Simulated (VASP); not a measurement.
# GaP (I-4m2) in VASP: notebook

GaP is run at these levels: PBE, r2SCAN; tasks: single point.

Program: VASP 6.6.1. These are calculated values, not measurements. Logs are shortened: lines on timing, memory, paths and dates and some standing lists are left out, and cuts for length are marked.

## (1) The cell of the first run

It takes space group I-4m2 (No. 119, tetragonal). Conventional cell: a = 3.854 Å, b = 3.854 Å, c = 5.678 Å, α = 90.00°, β = 90.00°, γ = 90.00°. Within 3.2 Å of Ga (site symmetry -4m2) lie 4 P at 2.39 Å. P (site symmetry -4m2) has 4 Ga at 2.39 Å within 3.2 Å.

## (2) Single point, PBE (uniaxial x strain +4.2%)

INCAR

```
SYSTEM = GaP
PREC     = Accurate       ! precision mode
ENCUT    = 520            ! plane-wave cutoff, eV
EDIFF    = 1E-7           ! SCF threshold, eV
ISMEAR   = -1             ! smearing method
SIGMA    = 0.02           ! smearing width, eV
LREAL    = .False.        ! projectors in reciprocal space
LASPH    = .True.         ! aspherical terms in the spheres
NELM     = 100            ! most SCF steps
ALGO     = Normal         ! electronic algorithm
ISIF     = 2              ! what is computed and relaxed
LWAVE    = .False.        ! write WAVECAR
LCHARG   = .False.        ! write CHGCAR
GGA      = PE             ! functional
NBANDS   = 16             ! bands
```

KPOINTS

```
regular mesh
0
Gamma
  8 8 8
  0 0 0
```

POSCAR

```
GaP
1.0
    0.0000000000      2.7253992947      2.7253992947
    2.8387759053      0.0000000000      2.7253992947
    2.8387759053      2.7253992947      0.0000000000
Ga P
1 1
Direct
    0.0000000000      0.0000000000      0.0000000000
    0.2500000000      0.2500000000      0.2500000000
```

Potentials or basis: VASP PAW PBE potentials, release 64 (Ga_d, P).

Run with:

```bash
cat potpaw_PBE.64/Ga_d/POTCAR potpaw_PBE.64/P/POTCAR > POTCAR
mpirun -np 1 vasp_std > vasp.out
```

OUTCAR:

```text
SYSTEM = GaP
   PREC = Accurate
   ENCUT = 520
   EDIFF = 1E-7
   ISMEAR = -1
   LREAL = .False.
   LASPH = .True.
   NELM = 100
   ISIF = 2
   GGA = PE

 ion  position               nearest neighbor table
   1  0.000  0.000  0.000-   2 2.39   2 2.39   2 2.39   2 2.39
   2  0.250  0.250  0.250-   1 2.39   1 2.39   1 2.39   1 2.39

  LATTYP: Found a body centered tetragonal cell.
 ALAT       =     3.8542966454
 C/A-ratio  =     1.4730448465

  Lattice vectors:

 A1 = (   2.8387759053,   0.0000000000,   2.7253992947)
 A2 = (   2.8387759053,   0.0000000000,  -2.7253992947)
 A3 = (  -2.8387759053,   2.7253992947,   0.0000000000)

Analysis of symmetry for initial positions (statically):
=====================================================================
 Subroutine PRICEL returns:
 Original cell was already a primitive cell.

 Routine SETGRP: Setting up the symmetry group for a
 body centered tetragonal supercell.

 Subroutine GETGRP returns: Found  8 space group operations
 (whereof  8 operations were pure point group operations)
 out of a pool of 16 trial point group operations.

The static configuration has the point symmetry D_2d.

Analysis of symmetry for dynamics (positions and initial velocities):
=====================================================================
 Subroutine PRICEL returns:
 Original cell was already a primitive cell.

 Routine SETGRP: Setting up the symmetry group for a
 body centered tetragonal supercell.

 Subroutine GETGRP returns: Found  8 space group operations
 (whereof  8 operations were pure point group operations)
 out of a pool of 16 trial point group operations.

The dynamic configuration has the point symmetry D_2d.

 Subroutine INISYM returns: Found  8 space group operations
 (whereof  8 operations are pure point group operations),
 and found     1 'primitive' translations

----------------------------------------------------------------------------------------

                                     Primitive cell

  volume of cell :      42.1717

  direct lattice vectors                    reciprocal lattice vectors
     0.000000000  2.725399295  2.725399295    -0.176132254  0.183459356  0.183459356
     2.838775905  0.000000000  2.725399295     0.176132254 -0.183459356  0.183459356
     2.838775905  2.725399295  0.000000000     0.176132254  0.183459356 -0.183459356

  length of vectors
     3.854296645  3.935282703  3.935282703     0.313587694  0.313587694  0.313587694

  position of ions in fractional coordinates (direct lattice)
     0.000000000  0.000000000  0.000000000
     0.250000000  0.250000000  0.250000000

  ion indices of the primitive-cell ions
   primitive index   ion index
                 1           1
                 2           2

----------------------------------------------------------------------------------------

 KPOINTS: regular mesh

Automatic generation of k-mesh.
 Grid dimensions read from file:
 generate k-points for:    8    8    8

 Generating k-lattice:

  Cartesian coordinates                     Fractional coordinates (reciprocal lattice)
    -0.022016532  0.022932420  0.022932420     0.125000000  0.000000000  0.000000000
     0.022016532 -0.022932420  0.022932420     0.000000000  0.125000000  0.000000000
     0.022016532  0.022932420 -0.022932420     0.000000000  0.000000000  0.125000000

  Length of vectors
     0.039198462  0.039198462  0.039198462

  Shift w.r.t. Gamma in fractional coordinates (k-lattice)
     0.000000000  0.000000000  0.000000000

 Subroutine IBZKPT returns following result:
 ===========================================

 Found     59 irreducible k-points:

 Following reciprocal coordinates:
            Coordinates               Weight
  0.000000  0.000000  0.000000      1.000000
  0.125000  0.000000  0.000000      8.000000
  0.250000  0.000000  0.000000      8.000000
  0.375000  0.000000  0.000000      8.000000
  0.500000  0.000000  0.000000      4.000000
  0.125000  0.125000  0.000000      4.000000
[... 16 lines left out ...]
  0.250000  0.125000  0.125000      4.000000
  0.375000  0.125000  0.125000      8.000000
 [... further k-points ...]
   k-points           NKPTS =     59   k-points in BZ     NKDIM =     59   number of bands    NBANDS=     16
   number of dos      NEDOS =    301   number of ions     NIONS =      2
   total plane-waves  NPLWV =  27000
   dimension x,y,z NGX =    30 NGY =   30 NGZ =   30
   dimension x,y,z NGXF=    60 NGYF=   60 NGZF=   60
   ions per type =               1   1
   NGX,Y,Z   is equivalent  to a cutoff of  12.94, 12.67, 12.67 a.u.
   NGXF,Y,Z  is equivalent  to a cutoff of  25.88, 25.35, 25.35 a.u.
 SYSTEM =  GaP
   PREC   = accura    normal or accurate (medium, high low for compatibility)
   ISTART =      0    job   : 0-new  1-cont  2-samecut
   ICHARG =      2    charge: 1-file 2-atom 10-const
   ISPIN  =      1    spin polarized calculation?
   LNONCOLLINEAR =      F non collinear calculations
   LSORBIT =      F    spin-orbit coupling
   LASPH  =      T    aspherical Exc in radial PAW
   ENCUT  =  520.0 eV  38.22 Ry    6.18 a.u.   7.17  7.32  7.32*2*pi/ulx,y,z
   NELM   =    100;   NELMIN=  2; NELMDL= -5     # of ELM steps
   EDIFF  = 0.1E-06   stopping-criterion for ELM
   LREAL  =      F    real-space projection
   EDIFFG = 0.1E-05   stopping-criterion for IOM
   NSW    =      0    number of steps for IOM
   IBRION =     -1    ionic relax: 0-MD 1-quasi-New 2-CG
   NFREE  =      0    steps in history (QN), initial steepest desc. (CG)
   ISIF   =      2    stress and relaxation
   ISYM   =      2    0-nonsym 1-usesym 2-fastsym
   POTIM  = 0.5000    time-step for ionic-motion
   TEBEG  =    0.0;   TEEND  =   0.0 temperature during run
   PSTRESS=    0.0 pullay stress
   NELECT =      18.0000    total number of electrons
   NUPDOWN=      -1.0000    fix difference up-down
   EMIN   =  10.00;   EMAX   =-10.00  energy-range for DOS
   EFERMI =   0.00;   METHOD = LEGACY
   ISMEAR =    -1;   SIGMA  =   0.02  broadening in eV -4-tet -1-fermi 0-gaus
   EFERMI_NEDOS =   21; number of points for ismear=-14 and -15
   IALGO  =     38    algorithm
   IMIX   =      4    mixing-type and parameters
     AMIX     =   0.40;   BMIX     =  1.00
     AMIX_MAG =   1.60;   BMIX_MAG =  1.00
  volume/ion in A,a.u.               =      21.09       142.29
  Fermi-wavevector in a.u.,A,eV,Ry     =   1.232609  2.329293 20.671658  1.519324
  Thomas-Fermi vector in A             =   2.367372
   LORBIT       =      0    0 simple, 1 ext, 2 COOP (PROOUT), +10 PAW based schemes
   GGA     = PE    functional components
   LHFCALC =     F    Hartree Fock is set to
   AEXX    =    0.0000 exact exchange contribution
   IVDW    =     0    specifies the selected vdW correction
   LEPSILON=     F    determine dielectric tensor
   LRPA    =     F    only Hartree local field effects (RPA)
 non-spin polarized calculation
  energy-cutoff  :      520.00
  volume of cell :       42.17
 maximum number of plane-waves:      1154
 NGX is ok and might be reduce to    30
   NGX = 15   NGY = 15   NGZ = 15

 number of electron      18.0000002 magnetization

 Free energy of the ion-electron system (eV)
  ---------------------------------------------------
  ext. energy  EPLUGINS =         0.00000000
  ---------------------------------------------------
  free energy    TOTEN  =        -9.11340688 eV

  energy without entropy =       -9.11340688  energy(sigma->0) =       -9.11340688

 E-fermi :   4.7549     XC(G=0):  -9.6495

 val. band max:        4.3230542613   @ k =   0.0000   0.0000   0.0000
 cond. band min:       5.7202893632   @ k =   0.0000   0.0000   0.0000
 fundamental gap:      1.3972351019
 Fermi energy:         4.7548863048

 k-point     1 :       0.0000    0.0000    0.0000
  band No.  band energies     occupation
      1     -10.2542      2.00000
      2     -10.2415      2.00000
      3     -10.2415      2.00000
      4     -10.1621      2.00000
      5     -10.1552      2.00000
      6      -7.9439      2.00000
[... 8 lines left out ...]
     15      13.6065      0.00000
     16      14.3386      0.00000

 k-point     2 :       0.1250    0.0000    0.0000
  band No.  band energies     occupation
      1     -10.2589      2.00000
      2     -10.2437      2.00000
      3     -10.2375      2.00000
      4     -10.1625      2.00000
      5     -10.1547      2.00000
      6      -7.7524      2.00000
[... 8 lines left out ...]
     15      13.6544      0.00000
     16      13.7831      0.00000

 k-point     3 :       0.2500    0.0000    0.0000
  band No.  band energies     occupation
      1     -10.2822      2.00000
      2     -10.2366      2.00000
      3     -10.2291      2.00000
      4     -10.1623      2.00000
      5     -10.1525      2.00000
      6      -7.2099      2.00000
[... 8 lines left out ...]
     15      13.3013      0.00000
     16      14.1311      0.00000

 k-point     4 :       0.3750    0.0000    0.0000
  band No.  band energies     occupation
      1     -10.3052      2.00000
      2     -10.2300      2.00000
      3     -10.2226      2.00000
      4     -10.1600      2.00000
      5     -10.1482      2.00000
      6      -6.4594      2.00000
[... 8 lines left out ...]
     15      14.2661      0.00000
     16      14.5208      0.00000
[... 324 lines left out ...]
 k-point    22 :       0.0000    0.1250    0.1250
  band No.  band energies     occupation
      1     -10.2717      2.00000
      2     -10.2338      2.00000
      3     -10.2338      2.00000
      4     -10.1598      2.00000
      5     -10.1577      2.00000
      6      -7.7007      2.00000
[... 8 lines left out ...]
     15      14.0101      0.00000
     16      14.5612      0.00000

 k-point    23 :       0.2500    0.1250    0.1250
  band No.  band energies     occupation
      1     -10.2710      2.00000
      2     -10.2399      2.00000
      3     -10.2330      2.00000
      4     -10.1654      2.00000
      5     -10.1520      2.00000
      6      -7.4319      2.00000
[... 8 lines left out ...]
     15      13.7106      0.00000
     16      14.8026      0.00000

 k-point    24 :       0.3750    0.1250    0.1250
  band No.  band energies     occupation
      1     -10.2949      2.00000
      2     -10.2307      2.00000
      3     -10.2240      2.00000
      4     -10.1657      2.00000
      5     -10.1492      2.00000
      6      -6.7995      2.00000
[... 8 lines left out ...]
     15      14.6494      0.00000
     16      15.3361      0.00000

 [... further k-points ...]
[... 5 lines left out ...]
  --------------------------------------------------------------------------------------
  -------------------------------------------------------------------------------------
  Total       -0.7719147      0.0641851      0.0641851      0.0000000      0.0000000      0.0000000
  in kB      -29.3263820      2.4385023      2.4385023      0.0000000      0.0000000      0.0000000
  external PRESSURE =      -8.1497925 kB  Pullay stress =       0.0000000 kB

 VOLUME and BASIS-vectors are now :
 -----------------------------------------------------------------------------
  energy-cutoff  :      520.00
  volume of cell :       42.17
      direct lattice vectors                 reciprocal lattice vectors
     0.000000000  2.725399295  2.725399295    -0.176132254  0.183459356  0.183459356
     2.838775905  0.000000000  2.725399295     0.176132254 -0.183459356  0.183459356
     2.838775905  2.725399295  0.000000000     0.176132254  0.183459356 -0.183459356

 POSITION                                       TOTAL-FORCE (eV/Angst)
 -----------------------------------------------------------------------------------
      0.00000      0.00000      0.00000        -0.000000      0.000000     -0.000000
      1.41939      1.36270      1.36270         0.000000     -0.000000      0.000000
 -----------------------------------------------------------------------------------
    total drift:                                0.000003      0.000001      0.000002

  FREE ENERGIE OF THE ION-ELECTRON SYSTEM (eV)
  ---------------------------------------------------
  free  energy   TOTEN  =        -9.1134068758 eV

  energy  without entropy=       -9.1134068758  energy(sigma->0) =       -9.11340688
```

Wall time 54 s (1 thread of AMD EPYC 7R13 (Zen 3), shared host); peak memory 0.16 GiB.

Results:

- Free energy: -9.1134 eV
- Pressure: -0.8 GPa
- Band gap on the k mesh: 1.40 eV, direct

Stress tensor (GPa, compression positive):
```
-2.93  0.00  0.00
 0.00  0.24  0.00
 0.00  0.00  0.24
```

Caveat: the cell differs from its parent crystal (uniaxial x strain +4.2%).

## (3) Single point, r2SCAN (uniaxial x strain +4.2%)

POSCAR is that of step 2.

INCAR.step1

```
PREC = Accurate ; ENCUT = 520
ISMEAR = 0 ; SIGMA = 0.01
LREAL = F ; LASPH = T
NELM = 100 ; NBANDS = 16
GGA = PE ; ALGO = Normal
EDIFF = 1E-4 ; LWAVE = T
LCHARG = F
```

INCAR.step2

```
PREC = Accurate ; ENCUT = 520
EDIFF = 1E-7 ; ISMEAR = 0
SIGMA = 0.01 ; LREAL = F
LASPH = T ; NELM = 100
ALGO = Normal ; ISIF = 2
LWAVE = F ; LCHARG = T
METAGGA = R2SCAN ; LMIXTAU = T
LELF = T ; LVHAR = T
NBANDS = 16 ; ISTART = 1
```

KPOINTS

```
regular mesh
0
Gamma
  8 8 8
```

Potentials or basis: VASP PAW PBE potentials, release 64 (Ga_d, P).

Run with:

```bash
cat potpaw_PBE.64/Ga_d/POTCAR potpaw_PBE.64/P/POTCAR > POTCAR
cp INCAR.step1 INCAR
mpirun -np 1 vasp_std > vasp.out
cp INCAR.step2 INCAR
mpirun -np 1 vasp_std > vasp.out
```

Wall time 4.2 min (1 thread of AMD EPYC 7R13 (Zen 3), shared host); peak memory 0.16 GiB.

Results (log left out):

- Free energy: -21.4324 eV
- Pressure: -3.3 GPa
- Band gap on the k mesh: 1.75 eV, indirect (least direct gap 1.89 eV)

Stress tensor (GPa, compression positive):
```
-5.69  0.00  0.00
 0.00 -2.16  0.00
 0.00  0.00 -2.16
```

Levels at points of the mesh, in eV from the valence-band top:
| k point | band 5 | band 6 | band 7 | band 8 | band 9 | band 10 | band 11 | band 12 | band 13 | band 14 |
| --- | --- | --- | --- | --- | --- | --- | --- | --- | --- | --- |
| (0.00, 0.00, 0.00) | -14.91 | -12.79 | -0.25 | 0.00 | 0.00 | 1.89 | 4.09 | 4.09 | 4.20 | 9.16 |
| (0.50, 0.00, 0.00) | -14.90 | -10.77 | -6.69 | -1.36 | -1.02 | 1.79 | 4.88 | 5.14 | 8.67 | 11.20 |
| (0.50, 0.50, 0.00) | -14.89 | -9.83 | -6.75 | -2.84 | -2.81 | 1.82 | 1.92 | 10.82 | 10.83 | 11.61 |
| (0.00, 0.50, 0.50) | -14.90 | -10.01 | -7.02 | -2.54 | -2.54 | 2.11 | 2.32 | 10.95 | 10.95 | 11.27 |

Caveat: the cell differs from its parent crystal (uniaxial x strain +4.2%); the PAW data sets were made with another functional, which shifts forces and pressure a little.
